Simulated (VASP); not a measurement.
## BiS: single point with PBE

Crystal: BiS.

```
Bi S
1.0
     2.09511    1.20961    3.47699
    -2.09511    1.20961    3.47699
     0.00000   -2.41923    3.47699
Bi S
1 1
Direct
  0.00000 0.00000 0.00000
  0.50000 0.50000 0.50000
```

```yaml
Program: VASP 6.6.1
Task: single point
Functional: PBE
Potentials_or_basis: VASP PAW PBE potentials, release 64 (Bi_d, S)
Cutoff: 520 eV
k_mesh: 8 × 8 × 8
Occupations: fermi-dirac, width 0.05 eV
Spin: no spin polarisation
Dipole_correction: no
Further_INCAR_settings: ALGO = Normal; EDIFF = 1e-06; NBANDS = 18
```

```json
{"Pressure": "-0.2 GPa", "Band gap on the k mesh": "zero (an odd number of electrons rules out a gap without spin polarisation)"}
```

Stress tensor (GPa, compression positive):
```
-0.43  0.00  0.00
 0.00 -0.43  0.00
 0.00  0.00  0.18
```

Levels at points of the mesh, in eV from the Fermi level:
```
           k point  band 7  band 8  band 9  band 10  band 11  band 12  band 13  band 14
(0.00, 0.00, 0.00)   -8.85   -3.43   -3.30    -3.30     2.70     2.70     2.72     5.23
(0.50, 0.00, 0.00)  -11.63   -2.95   -2.90    -1.92    -1.43    -0.27    -0.21     7.25
(0.50, 0.50, 0.00)  -10.40   -6.46   -4.75    -4.65     2.55     3.45     3.45     3.82
(0.50, 0.50, 0.50)  -11.69   -2.87   -2.87    -1.84    -1.32    -0.13    -0.13     7.22
```

Run time: 43 s on 1 thread of Intel(R) Xeon(R) Platinum 8488C (Sapphire Rapids), with other jobs on the host, peak memory 0.2 GiB.

Caveat: spin-orbit coupling is left out, which moves the levels of the heavy elements.
